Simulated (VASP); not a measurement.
Set up this calculation in VASP 6.6.1, as the native input.

| Quantity | Value |
| --- | --- |
| Task | electric field gradients |
| Functional | PBE |
| Potentials or basis | VASP PAW PBE potentials, release 64 (Co) |
| Cutoff | 520 eV |
| k mesh | 19 × 19 × 10 |
| Occupations | fermi-dirac, width 0.08 eV |
| Spin | collinear spin, ferromagnetic start |
| Starting moments | [2.0, 2.0] μB |
| Dipole correction | no |
| Further INCAR settings | ALGO = Normal; EDIFF = 1e-08; NBANDS = 20 |

The structure of Co lies in POSCAR:

```
Co
1.0
    2.5190008694      0.0000000000      0.0000000000
   -1.2595004347      2.1815187451      0.0000000000
    0.0000000000      0.0000000000      4.0910000000
Co
2
Direct
    0.3333333333      0.6666666667      0.2500000000
    0.6666666667      0.3333333333      0.7500000000
```

The input as run:

INCAR

```
PREC = Accurate
ENCUT = 520
EDIFF = 1E-8
ISMEAR = -1
SIGMA = 0.08
LREAL = F
LASPH = T
NELM = 150
ALGO = Normal
ISIF = 2
LWAVE = F
LCHARG = F
ISPIN = 2
MAGMOM = 2 2
LORBIT = 11
LMAXMIX = 4
GGA = PE
LEFG = T
NBANDS = 20
```

KPOINTS

```
regular mesh
0
Gamma
  19 19 10
```

Potentials or basis: VASP PAW PBE potentials, release 64 (Co).

Command:

```sh
$ cat potpaw_PBE.64/Co/POTCAR > POTCAR
$ mpirun -np 1 vasp_std > vasp.out
```

Results of the run:

```json
{
  "Pressure": "-7.1 GPa",
  "Net moment": "3.27 μB per cell",
  "Site moments": "Co +1.66 μB",
  "Largest electric field gradient by atom": "Co -2.1 V/Å²",
  "Valence electrons inside the program's atomic spheres": "Co 8.21"
}
```

Caveat: the cell stands under tension; without QUAD_EFG the Cq values of the log hold for a quadrupole moment of 1 mb, not for the nuclei.

Run time: 5.7 min on 1 thread of Intel Xeon 8259CL (shared host), peak memory 0.26 GiB.
